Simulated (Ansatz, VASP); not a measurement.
Two plane-wave programs on KF

```
K F
1.0
     3.69617    0.00000    0.00000
    -1.84809    3.20098    0.00000
     0.00000    0.00000    6.54296
K F
2 2
Direct
  0.00000 0.00000 0.00000
  0.00000 0.00000 0.50000
  0.33333 0.66667 0.25000
  0.66667 0.33333 0.75000
```

Alike in both runs: task single point; functional r2SCAN; k mesh 6 × 6 × 4; no spin polarisation.

```csv
,VASP,Ansatz
version,VASP 6.6.1,Ansatz 0.2.0
potentials or method,"VASP PAW PBE potentials, release 64 (K_sv, F)","plane waves, PAW"
plane-wave cutoff (eV),520,500
occupations,"gaussian, width 0.01 eV",fixed
valence electrons in the cell,32,32
```

VASP gave:

| Quantity | Value |
| --- | --- |
| gap on the k mesh at the Fermi level (eV) | 6.71 |
| pressure (GPa) | -1.0 |
| traceless stress, the component that is largest in VASP (GPa) | -0.11 |

Which values does Ansatz return?

gap on the k mesh at the Fermi level (eV): 6.71; pressure (GPa): -0.9; traceless stress, the component that is largest in VASP (GPa): -0.13.

VASP's potentials were made for PBE, not for r2SCAN.
